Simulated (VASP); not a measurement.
# VN2 (I4/mcm) in VASP: single point with PBE

Aim: the single point of VN2 with PBE.

All numbers are computed with VASP 6.6.1; they aren't measurements. Logs are shortened: lines on timing, memory, paths and dates and some standing lists are left out, and cuts for length are marked.

**1. The cell of the first run**

Symmetry: I4/mcm, No. 140, tetragonal system. The conventional cell has a = 4.571 Å, b = 4.571 Å, c = 5.295 Å, α = 90.00°, β = 90.00°, γ = 90.00°. Within 3.0 Å of V (site symmetry 422) lie 8 N at 2.26 Å and 2 V at 2.65 Å. N (site symmetry m2m) has 1 N at 1.49 Å within 2.0 Å.

**2. Single point, PBE, collinear spin, ferromagnetic start**

Input file INCAR:

```
SYSTEM = VN2
ALGO = Normal
EDIFF = 1E-7
ENCUT = 520
GGA = PE
ISIF = 2
ISMEAR = 0
ISPIN = 2
LASPH = .TRUE.
LCHARG = .FALSE.
LMAXMIX = 4
LORBIT = 11
LREAL = .FALSE.
LWAVE = .FALSE.
MAGMOM = 3.5 3.5 0 0 0 0
NBANDS = 36
NELM = 150
PREC = Accurate
SIGMA = 0.1
```

Input file KPOINTS:

```
k-points
0
G
  12 12 12
  0 0 0
```

Input file POSCAR:

```
VN2
1.0
   -2.2855129177      2.2855129177      2.6474544263
    2.2855129177     -2.2855129177      2.6474544263
    2.2855129177      2.2855129177     -2.6474544263
V N
2 4
Direct
    0.2500000000      0.2500000000      0.0000000000
    0.7500000000      0.7500000000      0.0000000000
    0.1151000000      0.6151000000      0.7302000000
    0.6151000000      0.8849000000      0.5000000000
    0.8849000000      0.3849000000      0.2698000000
    0.3849000000      0.1151000000      0.5000000000
```

Potentials or basis: VASP PAW PBE potentials, release 64 (V_sv, N).

On the command line:

```sh
> cat potpaw_PBE.64/V_sv/POTCAR potpaw_PBE.64/N/POTCAR > POTCAR
> mpirun -np 1 vasp_std > vasp.out
```

OUTCAR:

```text
SYSTEM = VN2
   EDIFF = 1E-7
   ENCUT = 520
   GGA = PE
   ISIF = 2
   ISMEAR = 0
   ISPIN = 2
   LASPH = .TRUE.
   LORBIT = 11
   LREAL = .FALSE.
   NELM = 150
   PREC = Accurate

 ion  position               nearest neighbor table
   1  0.250  0.250  0.000-   5 2.26   3 2.26   4 2.26   6 2.26   6 2.26   3 2.26   4 2.26   5 2.26
                             2 2.65   2 2.65
   2  0.750  0.750  0.000-   5 2.26   3 2.26   4 2.26   6 2.26   4 2.26   6 2.26   3 2.26   5 2.26
                             1 2.65   1 2.65
   3  0.115  0.615  0.730-   5 1.49   1 2.26   1 2.26   2 2.26   2 2.26
   4  0.615  0.885  0.500-   6 1.49   2 2.26   1 2.26   2 2.26   1 2.26
   5  0.885  0.385  0.270-   3 1.49   2 2.26   1 2.26   2 2.26   1 2.26
   6  0.385  0.115  0.500-   4 1.49   1 2.26   2 2.26   1 2.26   2 2.26

  LATTYP: Found a body centered tetragonal cell.
 ALAT       =     4.5710258354
 C/A-ratio  =     1.1583633616

  Lattice vectors:

 A1 = (  -2.2855129177,   2.2855129177,   2.6474544263)
 A2 = (   2.2855129177,  -2.2855129177,   2.6474544263)
 A3 = (   2.2855129177,   2.2855129177,  -2.6474544263)

Analysis of symmetry for initial positions (statically):
=====================================================================
 Subroutine PRICEL returns:
 Original cell was already a primitive cell.

 Routine SETGRP: Setting up the symmetry group for a
 body centered tetragonal supercell.

 Subroutine GETGRP returns: Found 16 space group operations
 (whereof  8 operations were pure point group operations)
 out of a pool of 16 trial point group operations.

The static configuration has the point symmetry C_4h.
 The point group associated with its full space group is D_4h.

Analysis of symmetry for dynamics (positions and initial velocities):
=====================================================================
 Subroutine PRICEL returns:
 Original cell was already a primitive cell.

 Routine SETGRP: Setting up the symmetry group for a
 body centered tetragonal supercell.

 Subroutine GETGRP returns: Found 16 space group operations
 (whereof  8 operations were pure point group operations)
 out of a pool of 16 trial point group operations.

The dynamic configuration has the point symmetry C_4h.
 The point group associated with its full space group is D_4h.

Analysis of structural, dynamic, and magnetic symmetry:
=====================================================================
 Subroutine PRICEL returns:
 Original cell was already a primitive cell.

 Routine SETGRP: Setting up the symmetry group for a
 body centered tetragonal supercell.

[... 150 lines left out ...]

 number of electron      46.0000001 magnetization       0.0928659

 Free energy of the ion-electron system (eV)
  ---------------------------------------------------
  ext. energy  EPLUGINS =         0.00000000
  ---------------------------------------------------
  free energy    TOTEN  =       -51.98531597 eV

  energy without entropy =      -51.96869144  energy(sigma->0) =      -51.97700371

 E-fermi :   8.6506     XC(G=0): -12.6313

 val. band max:        8.6461501567   @ k =   0.5000   0.2500   0.0833
 cond. band min:       8.6514612811   @ k =  -0.3333  -0.3333   0.2500
 fundamental gap:      0.0053111245
 Fermi energy:         8.6505960184

 spin component 1

 k-point     1 :       0.0000    0.0000    0.0000
  band No.  band energies     occupation
      1     -56.9090      1.00000
      2     -56.8325      1.00000
      3     -30.7798      1.00000
      4     -30.7416      1.00000
      5     -30.7416      1.00000
      6     -30.7396      1.00000
[... 901 lines left out ...]
     34      15.7106      0.00000
     35      17.7501      0.00000

 [... further k-points ...]

 spin component 2

 k-point     1 :       0.0000    0.0000    0.0000
  band No.  band energies     occupation
      1     -56.8532      1.00000
      2     -56.7765      1.00000
      3     -30.7406      1.00000
      4     -30.6788      1.00000
      5     -30.6788      1.00000
      6     -30.6770      1.00000
[... 901 lines left out ...]
     34      15.7135      0.00000
     35      17.7612      0.00000

 [... further k-points ...]

 [bands above 35 left out]

------------------------ aborting loop because EDIFF is reached ----------------------------------------

  FORCE on cell =-STRESS in cart. coord.  units (eV):
  Direction    XX          YY          ZZ          XY          YZ          ZX
  --------------------------------------------------------------------------------------
  -------------------------------------------------------------------------------------
  Total      -14.6517585    -14.6517585    -12.4844799      0.0000000     -0.0000000      0.0000000
  in kB     -424.3698191   -424.3698191   -361.5973106      0.0000000     -0.0000000      0.0000000
  external PRESSURE =    -403.4456496 kB  Pullay stress =       0.0000000 kB

 VOLUME and BASIS-vectors are now :
 -----------------------------------------------------------------------------
  energy-cutoff  :      520.00
  volume of cell :       55.32
      direct lattice vectors                 reciprocal lattice vectors
    -2.285512918  2.285512918  2.647454426     0.000000000  0.218769273  0.188860664
     2.285512918 -2.285512918  2.647454426     0.218769273  0.000000000  0.188860664
     2.285512918  2.285512918 -2.647454426     0.218769273  0.218769273  0.000000000

 POSITION                                       TOTAL-FORCE (eV/Angst)
 -----------------------------------------------------------------------------------
      0.00000      0.00000      1.32373        -0.000000     -0.000000      0.000000
      0.00000      0.00000      3.97118        -0.000000     -0.000000      0.000000
      2.81164      0.52613      0.00000        -0.922348     -0.922348     -0.000000
      1.75939      0.52613      2.64745         0.922348     -0.922348      0.000000
     -0.52613      1.75939      2.64745         0.922348      0.922348     -0.000000
      0.52613      1.75939      0.00000        -0.922348      0.922348      0.000000
 -----------------------------------------------------------------------------------
    total drift:                               -0.000000      0.000000     -0.000000

  FREE ENERGIE OF THE ION-ELECTRON SYSTEM (eV)
  ---------------------------------------------------
  free  energy   TOTEN  =       -51.9853159706 eV

  energy  without entropy=      -51.9686914428  energy(sigma->0) =      -51.97700371

 total charge

# of ion       s       p       d       tot
------------------------------------------
    1        2.204   6.188   2.910  11.302
    2        2.204   6.188   2.910  11.302
    3        1.256   2.349   0.000   3.605
    4        1.256   2.349   0.000   3.605
    5        1.256   2.349   0.000   3.605
    6        1.256   2.349   0.000   3.605
--------------------------------------------------
tot          9.431  21.771   5.820  37.022

 magnetization (x)

# of ion       s       p       d       tot
------------------------------------------
    1        0.000   0.000   0.052   0.053
    2        0.000   0.000   0.052   0.053
    3        0.000  -0.004   0.000  -0.004
    4        0.000  -0.004   0.000  -0.004
    5        0.000  -0.004   0.000  -0.004
    6        0.000  -0.004   0.000  -0.004
--------------------------------------------------
tot          0.003  -0.017   0.105   0.090
```

Run time: 23 min. Hardware: 1 thread of Oxide Virtual Turin-like, shared host; peak memory 0.48 GiB.

What came out:

```
Free energy                                           : -51.9853 eV
Pressure                                              : -40.3 GPa
Largest force                                         : 1.304 eV/Å
Net moment                                            : 0.09 μB per cell
Site moments                                          : V +0.05; N -0.00 μB
Valence electrons inside the program's atomic spheres : V 11.30; N 3.60
```

Forces on the atoms (eV/Å):
```
V    0.000  0.000  0.000
V    0.000  0.000  0.000
N   -0.922 -0.922  0.000
N    0.922 -0.922  0.000
N    0.922  0.922  0.000
N   -0.922  0.922  0.000
```

Stress tensor (GPa, compression positive):
```
-42.44   0.00   0.00
  0.00 -42.44   0.00
  0.00   0.00 -36.16
```

Levels at points of the mesh, in eV from the Fermi level:
Spin up:
```tsv
k point	band 20	band 21	band 22	band 23	band 24	band 25	band 26	band 27
(0.00, 0.00, 0.00)	-2.18	-2.04	-2.04	-2.04	0.55	0.79	0.79	0.93
(0.50, 0.00, 0.00)	-2.69	-2.42	-2.42	0.14	0.14	0.53	0.53	0.81
(0.50, 0.50, 0.00)	-3.64	-2.09	-1.93	-1.07	-0.11	0.66	0.84	1.34
(0.50, 0.50, 0.50)	-1.60	-1.60	-0.18	-0.12	-0.11	0.04	0.10	1.49
```
Spin down:
```tsv
k point	band 21	band 22	band 23	band 24	band 25	band 26
(0.00, 0.00, 0.00)	-2.04	-2.04	-2.02	0.64	0.82	0.82
(0.50, 0.00, 0.00)	-2.40	-2.40	0.18	0.18	0.59	0.59
(0.50, 0.50, 0.00)	-2.08	-1.89	-1.07	-0.03	0.70	0.91
(0.50, 0.50, 0.50)	-1.60	-0.12	-0.07	-0.07	0.08	0.15
```

Caveat: the stress differs along the axes, from -42 to -36 GPa; forces of over 1 eV/Å act on the atoms, so gaps and moduli don't describe the material at rest. With open d or f shells a metallic result of PBE can be an artefact of self-interaction; +U or a hybrid may open a gap.
